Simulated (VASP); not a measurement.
## Cr: single point with PBE

Crystal: Cr.

```
Cr
1.0
     4.34373    0.00000    0.00000
    -2.17187    3.76178    0.00000
     0.00000    0.00000    2.34994
Cr
3
Direct
  0.00000 0.00000 0.00000
  0.33333 0.66667 0.50000
  0.66667 0.33333 0.50000
```

This isn't the form of Cr at room conditions, which is bcc.

```json
{
  "Program": "VASP 6.6.1",
  "Task": "single point",
  "Functional": "PBE",
  "Potentials or basis": "VASP PAW PBE potentials, release 64 (Cr_pv)",
  "Cutoff": "520 eV",
  "k mesh": "10 × 10 × 15",
  "Occupations": "fermi-dirac, width 0.1 eV",
  "Spin": "no spin polarisation",
  "Dipole correction": "no",
  "Further INCAR settings": "ALGO = Normal; EDIFF = 1e-06; NBANDS = 25"
}
```

```json
{"Pressure": "-15.7 GPa", "Band gap on the k mesh": "zero (bands 18 and 19 overlap by 0.59 eV)"}
```

Stress tensor (GPa, compression positive):
```
-15.44   0.00   0.00
  0.00 -15.44   0.00
  0.00   0.00 -16.10
```

Levels at points of the mesh, in eV from the Fermi level:
```csv
k point,band 15,band 16,band 17,band 18,band 19,band 20,band 21,band 22
"(0.00, 0.00, 0.00)",-1.89,-1.89,-1.64,-0.28,-0.28,1.20,1.20,1.24
"(0.50, 0.00, 0.00)",-1.76,-1.61,-1.43,0.31,0.69,1.20,1.31,1.36
```

It took 2.3 min on 1 thread of Intel Xeon 8259CL, with other jobs on the host, peak memory 0.21 GiB.

Caveat: the cell stands under tension; the run has no spin polarisation, though such a crystal can be magnetic. Spin polarisation is off, so any magnetic state and its effect on volume and gap are missing.
